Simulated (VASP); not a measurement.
# Li (P6_3/mmc) in VASP: further runs

The runs below take Li through single point, relaxation of cell and atoms, with revPBE.

Everything below comes from runs of VASP 6.6.1. Logs are shortened: lines on timing, memory, paths and dates and some standing lists are left out, and cuts for length are marked.

## 1. The cell of the first run

The structure is hexagonal, space group P6_3/mmc (No. 194). Conventional cell: a = 3.106 Å, b = 3.106 Å, c = 10.122 Å, α = 90.00°, β = 90.00°, γ = 120.00°. Within 4.1 Å of Li (site symmetry -3m) lie 12 Li at 3.10 to 3.11 Å. Within 4.1 Å of Li (site symmetry -6m2) lie 12 Li at 3.10 to 3.11 Å.

## 2. Single point, revPBE

File INCAR:

```
PREC = Accurate
ENCUT = 750
EDIFF = 1E-6
ISMEAR = -1
SIGMA = 0.1
LREAL = F
LASPH = T
NELM = 120
ALGO = Normal
ISIF = 2
LWAVE = F
LCHARG = F
GGA = RE
NBANDS = 14
GGA_COMPAT = F
```

File KPOINTS:

```
regular mesh
0
Gamma
  12 12 3
```

File POSCAR:

```
Li
1.0
    3.1055486639      0.0000000000      0.0000000000
   -1.5527743319      2.6894840356      0.0000000000
    0.0000000000      0.0000000000     10.1216710329
Li
4
Direct
    1.0000000000      0.0000000000      0.0000000000
    0.0000000000      0.0000000000      0.5000000000
    0.3333333333      0.6666666667      0.2500000000
    0.6666666667      0.3333333333      0.7500000000
```

Potentials or basis: VASP PAW PBE potentials, release 64 (Li_sv).

Started as:

```sh
> cat potpaw_PBE.64/Li_sv/POTCAR > POTCAR
> mpirun -np 1 vasp_std > vasp.out
```

OUTCAR:

```text
PREC = Accurate
   ENCUT = 750
   EDIFF = 1E-6
   ISMEAR = -1
   LREAL = F
   LASPH = T
   NELM = 120
   ISIF = 2
   GGA = RE

 ion  position               nearest neighbor table
   1  0.000  0.000  0.000-
   2  0.000  0.000  0.500-
   3  0.333  0.667  0.250-
   4  0.667  0.333  0.750-

  LATTYP: Found a hexagonal cell.
 ALAT       =     3.1055486639
 C/A-ratio  =     3.2592215187

  Lattice vectors:

 A1 = (   3.1055486639,   0.0000000000,   0.0000000000)
 A2 = (  -1.5527743319,   2.6894840356,   0.0000000000)
 A3 = (   0.0000000000,   0.0000000000,  10.1216710329)

Analysis of symmetry for initial positions (statically):
=====================================================================
 Subroutine PRICEL returns:
 Original cell was already a primitive cell.

 Routine SETGRP: Setting up the symmetry group for a
 hexagonal supercell.

 Subroutine GETGRP returns: Found 24 space group operations
 (whereof 12 operations were pure point group operations)
 out of a pool of 24 trial point group operations.

The static configuration has the point symmetry D_3d.
 The point group associated with its full space group is D_6h.

Analysis of symmetry for dynamics (positions and initial velocities):
=====================================================================
 Subroutine PRICEL returns:
 Original cell was already a primitive cell.

 Routine SETGRP: Setting up the symmetry group for a
 hexagonal supercell.

 Subroutine GETGRP returns: Found 24 space group operations
 (whereof 12 operations were pure point group operations)
 out of a pool of 24 trial point group operations.

The dynamic configuration has the point symmetry D_3d.
 The point group associated with its full space group is D_6h.

 Subroutine INISYM returns: Found 24 space group operations
 (whereof 12 operations are pure point group operations),
 and found     1 'primitive' translations

----------------------------------------------------------------------------------------

                                     Primitive cell

  volume of cell :      84.5395

  direct lattice vectors                    reciprocal lattice vectors
     3.105548664  0.000000000  0.000000000     0.322004292  0.185909265  0.000000000
    -1.552774332  2.689484036  0.000000000     0.000000000  0.371818530  0.000000000
     0.000000000  0.000000000 10.121671033     0.000000000  0.000000000  0.098797916

  length of vectors
     3.105548664  3.105548664 10.121671033     0.371818530  0.371818530  0.098797916

  position of ions in fractional coordinates (direct lattice)
     0.000000000  0.000000000  0.000000000
     0.000000000  0.000000000  0.500000000
     0.333333333  0.666666667  0.250000000
     0.666666667  0.333333333  0.750000000

  ion indices of the primitive-cell ions
   primitive index   ion index
                 1           1
                 2           2
                 3           3
                 4           4

----------------------------------------------------------------------------------------

 KPOINTS: regular mesh

Automatic generation of k-mesh.
 Grid dimensions read from file:
 generate k-points for:   12   12    3

 Generating k-lattice:

  Cartesian coordinates                     Fractional coordinates (reciprocal lattice)
     0.026833691  0.015492439  0.000000000     0.083333333  0.000000000  0.000000000
     0.000000000  0.030984877  0.000000000     0.000000000  0.083333333  0.000000000
     0.000000000  0.000000000  0.032932639     0.000000000  0.000000000  0.333333333

  Length of vectors
     0.030984877  0.030984877  0.032932639

  Shift w.r.t. Gamma in fractional coordinates (k-lattice)
     0.000000000  0.000000000  0.000000000

 Subroutine IBZKPT returns following result:
 ===========================================

 Found     38 irreducible k-points:

 Following reciprocal coordinates:
            Coordinates               Weight
  0.000000  0.000000  0.000000      1.000000
  0.083333 -0.000000  0.000000      6.000000
  0.166667 -0.000000  0.000000      6.000000
  0.250000 -0.000000  0.000000      6.000000
  0.333333 -0.000000  0.000000      6.000000
  0.416667 -0.000000  0.000000      6.000000
[... 16 lines left out ...]
  0.250000 -0.000000  0.333333     12.000000
  0.333333 -0.000000  0.333333     12.000000
 [... further k-points ...]
   k-points           NKPTS =     38   k-points in BZ     NKDIM =     38   number of bands    NBANDS=     14
   number of dos      NEDOS =    301   number of ions     NIONS =      4
   total plane-waves  NPLWV =  70560
   dimension x,y,z NGX =    28 NGY =   28 NGZ =   90
   dimension x,y,z NGXF=    56 NGYF=   56 NGZF=  180
   ions per type =               4
   NGX,Y,Z   is equivalent  to a cutoff of  14.99, 14.99, 14.78 a.u.
   NGXF,Y,Z  is equivalent  to a cutoff of  29.98, 29.98, 29.56 a.u.
 SYSTEM =  unknown system
   PREC   = accura    normal or accurate (medium, high low for compatibility)
   ISTART =      0    job   : 0-new  1-cont  2-samecut
   ICHARG =      2    charge: 1-file 2-atom 10-const
   ISPIN  =      1    spin polarized calculation?
   LNONCOLLINEAR =      F non collinear calculations
   LSORBIT =      F    spin-orbit coupling
   LASPH  =      T    aspherical Exc in radial PAW
   ENCUT  =  750.0 eV  55.12 Ry    7.42 a.u.   6.93  6.93 22.60*2*pi/ulx,y,z
   NELM   =    120;   NELMIN=  2; NELMDL= -5     # of ELM steps
   EDIFF  = 0.1E-05   stopping-criterion for ELM
   LREAL  =      F    real-space projection
   EDIFFG = 0.1E-04   stopping-criterion for IOM
   NSW    =      0    number of steps for IOM
   IBRION =     -1    ionic relax: 0-MD 1-quasi-New 2-CG
   NFREE  =      0    steps in history (QN), initial steepest desc. (CG)
   ISIF   =      2    stress and relaxation
   ISYM   =      2    0-nonsym 1-usesym 2-fastsym
   POTIM  = 0.5000    time-step for ionic-motion
   TEBEG  =    0.0;   TEEND  =   0.0 temperature during run
   PSTRESS=    0.0 pullay stress
   NELECT =      12.0000    total number of electrons
   NUPDOWN=      -1.0000    fix difference up-down
   EMIN   =  10.00;   EMAX   =-10.00  energy-range for DOS
   EFERMI =   0.00;   METHOD = LEGACY
   ISMEAR =    -1;   SIGMA  =   0.10  broadening in eV -4-tet -1-fermi 0-gaus
   EFERMI_NEDOS =   21; number of points for ismear=-14 and -15
   IALGO  =     38    algorithm
   IMIX   =      4    mixing-type and parameters
     AMIX     =   0.40;   BMIX     =  1.00
     AMIX_MAG =   1.60;   BMIX_MAG =  1.00
  volume/ion in A,a.u.               =      21.13       142.63
  Fermi-wavevector in a.u.,A,eV,Ry     =   0.853982  1.613792  9.922529  0.729285
  Thomas-Fermi vector in A             =   1.970508
   LORBIT       =      0    0 simple, 1 ext, 2 COOP (PROOUT), +10 PAW based schemes
   GGA     = RE    functional components
   LHFCALC =     F    Hartree Fock is set to
   AEXX    =    0.0000 exact exchange contribution
   IVDW    =     0    specifies the selected vdW correction
   LEPSILON=     F    determine dielectric tensor
   LRPA    =     F    only Hartree local field effects (RPA)
 non-spin polarized calculation
  energy-cutoff  :      750.00
  volume of cell :       84.54
 maximum number of plane-waves:      3970
 NGX is ok and might be reduce to    28
   NGX = 13   NGY = 13   NGZ = 45

 number of electron      11.9999993 magnetization

 Free energy of the ion-electron system (eV)
  ---------------------------------------------------
  ext. energy  EPLUGINS =         0.00000000
  ---------------------------------------------------
  free energy    TOTEN  =        -7.28005990 eV

  energy without entropy =       -7.21660581  energy(sigma->0) =       -7.24833285

 E-fermi :   0.5440     XC(G=0):  -6.8641

 val. band max:        0.5408264708   @ k =   0.5000  -0.0000   0.0000
 cond. band min:       0.5544606499   @ k =   0.3333   0.1667   0.3333
 fundamental gap:      0.0136341791
 Fermi energy:         0.5440333357

 k-point     1 :       0.0000    0.0000    0.0000
  band No.  band energies     occupation
      1     -46.1638      2.00000
      2     -46.1564      2.00000
      3     -46.1563      2.00000
      4     -46.1489      2.00000
      5      -2.9540      2.00000
      6      -1.8449      2.00000
      7      -1.8437      2.00000
      8       0.6001      0.72680
      9       3.3771      0.00000
     10       8.3899      0.00000
     11       8.3947      0.00000
     12      12.8824      0.00000
     13      12.8824      0.00000
     14      13.4442      0.00000

 k-point     2 :       0.0833   -0.0000    0.0000
  band No.  band energies     occupation
      1     -46.1629      2.00000
      2     -46.1557      2.00000
      3     -46.1556      2.00000
      4     -46.1485      2.00000
      5      -2.8443      2.00000
      6      -1.7325      2.00000
      7      -1.7316      2.00000
      8       0.7418      0.24309
      9       3.4238      0.00000
     10       8.4402      0.00000
     11       8.4522      0.00000
     12      11.6914      0.00000
     13      12.0571      0.00000
     14      12.7757      0.00000

 k-point     3 :       0.1667   -0.0000    0.0000
  band No.  band energies     occupation
      1     -46.1604      2.00000
      2     -46.1540      2.00000
      3     -46.1538      2.00000
      4     -46.1474      2.00000
      5      -2.5157      2.00000
      6      -1.3973      2.00000
      7      -1.3962      2.00000
      8       1.1664      0.00396
      9       3.5498      0.00000
     10       8.4131      0.00000
     11       8.5460      0.00000
     12       9.9017      0.00000
     13      10.7221      0.00000
     14      10.9452      0.00000
[... 324 lines left out ...]
 k-point    23 :       0.2500   -0.0000    0.3333
  band No.  band energies     occupation
      1     -46.1563      2.00000
      2     -46.1542      2.00000
      3     -46.1487      2.00000
      4     -46.1467      2.00000
      5      -1.8433      2.00000
      6      -1.4689      2.00000
      7       0.0245      1.98898
      8       1.0893      0.00853
      9       4.6857      0.00000
     10       6.3300      0.00000
     11       7.8581      0.00000
     12       8.3124      0.00000
     13       9.4634      0.00000
     14      10.2117      0.00000

 k-point    24 :       0.3333   -0.0000    0.3333
  band No.  band energies     occupation
      1     -46.1527      2.00000
      2     -46.1512      2.00000
      3     -46.1469      2.00000
      4     -46.1454      2.00000
      5      -1.0830      2.00000
      6      -0.7138      1.99999
      7       0.7633      0.20084
      8       1.8438      0.00000
      9       4.4099      0.00000
     10       5.2936      0.00000
     11       6.7407      0.00000
     12       7.3497      0.00000
     13       8.3019      0.00000
     14       8.6117      0.00000

 [... further k-points ...]
[... 5 lines left out ...]
  --------------------------------------------------------------------------------------
  -------------------------------------------------------------------------------------
  Total       -0.0731592     -0.0731592     -0.0756824     -0.0000000     -0.0000000      0.0000000
  in kB       -1.3864999     -1.3864999     -1.4343191     -0.0000000     -0.0000000      0.0000000
  external PRESSURE =      -1.4024396 kB  Pullay stress =       0.0000000 kB

 VOLUME and BASIS-vectors are now :
 -----------------------------------------------------------------------------
  energy-cutoff  :      750.00
  volume of cell :       84.54
      direct lattice vectors                 reciprocal lattice vectors
     3.105548664  0.000000000  0.000000000     0.322004292  0.185909265  0.000000000
    -1.552774332  2.689484036  0.000000000     0.000000000  0.371818530  0.000000000
     0.000000000  0.000000000 10.121671033     0.000000000  0.000000000  0.098797916

 POSITION                                       TOTAL-FORCE (eV/Angst)
 -----------------------------------------------------------------------------------
      0.00000      0.00000      0.00000        -0.000000      0.000000     -0.000000
      0.00000      0.00000      5.06084        -0.000000      0.000000     -0.000000
     -0.00000      1.79299      2.53042         0.000000     -0.000000     -0.000000
      1.55277      0.89649      7.59125         0.000000      0.000000      0.000000
 -----------------------------------------------------------------------------------
    total drift:                                0.000000     -0.000000      0.000000

  FREE ENERGIE OF THE ION-ELECTRON SYSTEM (eV)
  ---------------------------------------------------
  free  energy   TOTEN  =        -7.2800599016 eV

  energy  without entropy=       -7.2166058080  energy(sigma->0) =       -7.24833285
```

Run time: 2.2 min. Hardware: 1 thread of Intel Xeon 8259CL, shared host; peak memory 0.26 GiB.

Results:

```yaml
Free_energy: -7.2801 eV
Pressure: -0.1 GPa
Band_gap_on_the_k_mesh: zero (band 6 reaches 2.12 eV, above the bottom of band 7 at -1.84 eV)
```

Caveat: the PAW data sets were made with another functional, which shifts forces and pressure a little.

(Part 1 of 2 ends here.)
